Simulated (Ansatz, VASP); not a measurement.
# One calculation of La2MgSe4, two programs

```
CELL_PARAMETERS angstrom
0.00000 6.07624 6.07624
6.07624 0.00000 6.07624
6.07624 6.07624 0.00000
ATOMIC_POSITIONS crystal
La 0.12500 0.62500 0.12500
La 0.12500 0.12500 0.62500
La 0.62500 0.12500 0.12500
La 0.12500 0.12500 0.12500
Mg 0.50000 0.50000 0.50000
Mg 0.75000 0.75000 0.75000
Se 0.87682 0.87682 0.87682
Se 0.36954 0.87682 0.87682
Se 0.87682 0.36954 0.87682
Se 0.87682 0.87682 0.36954
Se 0.37318 0.37318 0.88046
Se 0.37318 0.88046 0.37318
Se 0.88046 0.37318 0.37318
Se 0.37318 0.37318 0.37318
```

Alike in both runs: task electric field gradients; functional PBE; k mesh 4 × 4 × 4; occupations fermi-dirac, width 0.02 eV; no spin polarisation.

```csv
,VASP,Ansatz
version,VASP 6.6.1,Ansatz 0.2.0
potentials or method,"VASP PAW PBE potentials, release 64 (La, Mg, Se)","plane-wave PAW, scalar-relativistic"
plane-wave cutoff (eV),520,420
valence electrons in the cell,96,192
```

|  | VASP | Ansatz | Ansatz less VASP |
| --- | --- | --- | --- |
| gap on the k mesh at the Fermi level (eV) | 1.32 | 1.33 | +0.012 |
| pressure (GPa) | 0.0 | 0.1 | +0.05 |
| size of Vzz on the site where it differs most (V/Å²) | 93.0 | 95.9 | +2.96 |

The functional is the same, so the differences come from potentials, cutoffs and numerics. VASP's potentials hold 96 valence electrons a cell and Ansatz's 192, so a difference there can come from the potentials and not from the codes.

Neither program's run includes spin-orbit coupling.
